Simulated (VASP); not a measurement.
Write the native input for VASP 6.6.1 that does the following.

```yaml
Task: electric field gradients
Functional: PBE
Potentials_or_basis: VASP PAW PBE potentials, release 64 (Ga_d, O, S)
Cutoff: 520 eV
k_mesh: 3 × 3 × 3
Occupations: fermi-dirac, width 0.01 eV
Spin: no spin polarisation
Dipole_correction: no
Further_INCAR_settings: LREAL = Auto; ALGO = Normal; EDIFF = 1e-08; NBANDS = 202
```

The structure of Ga16SO23 (a cell with a defect) lies in POSCAR:

```
Ga16SO23
1.0
    0.0000000000      4.7320000000      4.8550000000
    6.9420000000      0.0000000000      4.8550000000
    6.9420000000      4.7320000000      0.0000000000
Ga O S
16 23 1
Direct
    0.3388850000      0.7017650000      0.4111550000
    0.8388850000      0.2017650000      0.9111550000
    0.5481950000      0.4111550000      0.2017650000
    0.0481950000      0.9111550000      0.7017650000
    0.1611550000      0.2981950000      0.5888850000
    0.6611550000      0.7981950000      0.0888850000
    0.4517650000      0.0888850000      0.2981950000
    0.9517650000      0.5888850000      0.7981950000
    0.1611150000      0.7982350000      0.0888450000
    0.6611150000      0.2982350000      0.5888450000
    0.9518050000      0.0888450000      0.2982350000
    0.4518050000      0.5888450000      0.7982350000
    0.3388450000      0.2018050000      0.9111150000
    0.8388450000      0.7018050000      0.4111150000
    0.0482350000      0.4111150000      0.2018050000
    0.5482350000      0.9111150000      0.7018050000
    0.9516300000      0.1695700000      0.6823100000
    0.4516300000      0.6695700000      0.1823100000
    0.6964900000      0.1823100000      0.1695700000
    0.1964900000      0.6823100000      0.6695700000
    0.4323100000      0.9464900000      0.2016300000
    0.9323100000      0.4464900000      0.7016300000
    0.4195700000      0.2016300000      0.4464900000
    0.9195700000      0.7016300000      0.9464900000
    0.5483700000      0.3304300000      0.8176900000
    0.0483700000      0.8304300000      0.3176900000
    0.8035100000      0.3176900000      0.3304300000
    0.3035100000      0.8176900000      0.8304300000
    0.0676900000      0.5535100000      0.2983700000
    0.5676900000      0.0535100000      0.7983700000
    0.0804300000      0.2983700000      0.0535100000
    0.5804300000      0.7983700000      0.5535100000
    0.6458650000      0.6041350000      0.3958650000
    0.3541350000      0.3958650000      0.1041350000
    0.8541350000      0.8958650000      0.6041350000
    0.8541350000      0.8958650000      0.1041350000
    0.3541350000      0.3958650000      0.6041350000
    0.1458650000      0.1041350000      0.3958650000
    0.6458650000      0.6041350000      0.8958650000
    0.1458650000      0.1041350000      0.8958650000
```

These files were run (other wordings do the same):

INCAR

```
SYSTEM = Ga16SO23
  PREC = Accurate
  ENCUT = 520
  EDIFF = 1E-8
  ISMEAR = -1
  SIGMA = 0.01
  LREAL = Auto
  LASPH = .True.
  NELM = 100
  ALGO = Normal
  ISIF = 2
  LWAVE = .False.
  LCHARG = .False.
  GGA = PE
  LEFG = .True.
  NBANDS = 202
  LUSENCCL = .False.
```

KPOINTS

```
Automatic mesh
0
Gamma
  3 3 3
  0 0 0
```

Potentials or basis: VASP PAW PBE potentials, release 64 (Ga_d, O, S).

The run is started by

```sh
$ cat potpaw_PBE.64/Ga_d/POTCAR potpaw_PBE.64/O/POTCAR potpaw_PBE.64/S/POTCAR > POTCAR
$ mpirun -np 1 vasp_std > vasp.out
```

It gave:

```json
{"Pressure": "92.0 GPa", "Largest force": "11.070 eV/Å", "Band gap on the k mesh": "3.51 eV", "Largest electric field gradient by atom": "Ga -84.9, +110.4, -83.2, -84.0, -184.4, -83.4, -83.1, -82.9 (each value once); O -40.3, -50.3, -46.5, -47.4, -49.2, -50.1, -48.1, -45.0, -18.9, -18.4, -19.2, +15.2, -18.6 (each value once); S -13.4 V/Å²"}
```

Caveat: without QUAD_EFG the Cq values of the log hold for a quadrupole moment of 1 mb, not for the nuclei.

Wall time 14 min on 1 × NVIDIA H100 80GB with 1 thread of Intel(R) Xeon(R) Platinum 8481C CPU @ 2.70GHz (Sapphire Rapids) (shared host), peak memory 1.7 GiB.
